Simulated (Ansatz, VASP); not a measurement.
## LiF: VASP beside Ansatz

```
Li F
1.0
     2.76430    0.00000    0.00000
     0.00000    2.76430    0.00000
     0.00000    0.00000    2.76430
Li F
1 1
Direct
  0.00000 0.00000 0.00000
  0.50000 0.50000 0.50000
```

Change from the starting cell: strain +0.080 along x and y, +0.080 along z, atoms carried along.

Alike in both runs: task single point; functional PBE; k mesh 10 × 10 × 10; occupations gaussian, width 0.05 eV; no spin polarisation.

```csv
,VASP,Ansatz
version,VASP 6.6.1,Ansatz 0.2.0
potentials or method,"VASP PAW PBE potentials, release 64 (Li_sv, F), cutoff 520 eV","scalar-relativistic, plane waves, PAW"
valence electrons in the cell,10,10
```

|  | VASP | Ansatz | Ansatz less VASP |
| --- | --- | --- | --- |
| gap on the k mesh at the Fermi level (eV) | 5.90 | 5.90 | -0.002 |
| least direct gap on the mesh (eV) | 6.37 | 6.37 | -0.002 |

Ansatz's warnings: negative dielectric reading.

Noted on VASP's run: the cutoff is short for stress, so the pressure is rough.
